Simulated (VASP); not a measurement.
Write the native input for VASP 6.6.1 that does the following.

```yaml
Task: single point
Functional: LDA
Potentials_or_basis: VASP PAW LDA potentials, release 64 (Pt)
Cutoff: 520 eV
k_mesh: 12 × 12 × 12
Occupations: fermi-dirac, width 0.1 eV
Spin: no spin polarisation
Dipole_correction: no
Further_INCAR_settings: ALGO = Normal; EDIFF = 1e-06; NBANDS = 17
```

The structure of Pt lies in POSCAR:

```
Pt
1.0
    0.0000000000      2.7765275864      2.7765275864
    2.7765275864      0.0000000000      2.7765275864
    2.7765275864      2.7765275864      0.0000000000
Pt
2
Direct
   -0.1250000000     -0.1250000000     -0.1250000000
    0.1250000000      0.1250000000      0.1250000000
```

This cell differs from its parent crystal: volume scaled by 0.95.

These files were run (other wordings do the same):

INCAR

```
PREC = Accurate
ENCUT = 520
EDIFF = 1E-6
ISMEAR = -1
SIGMA = 0.1
LREAL = False
LASPH = True
NELM = 80
ALGO = Normal
ISIF = 2
LWAVE = False
LCHARG = False
GGA = CA
NBANDS = 17
```

KPOINTS

```
Automatic mesh
0
Gamma
  12 12 12
```

Potentials or basis: VASP PAW LDA potentials, release 64 (Pt).

Launch:

```console
$ cat potpaw_LDA.64/Pt/POTCAR > POTCAR
$ mpirun -np 1 vasp_std > vasp.out
```

Results of the run:

```json
{
  "Pressure": "8.5 GPa",
  "Band gap on the k mesh": "zero (band 10 reaches 6.63 eV, above the bottom of band 11 at 5.90 eV)"
}
```

Caveat: spin-orbit coupling is left out, which moves the levels of the heavy elements.

Run time: 19 s on 1 thread of AMD EPYC 9R45 96-Core Processor (Zen 5), with other jobs on the host, peak memory 0.15 GiB.
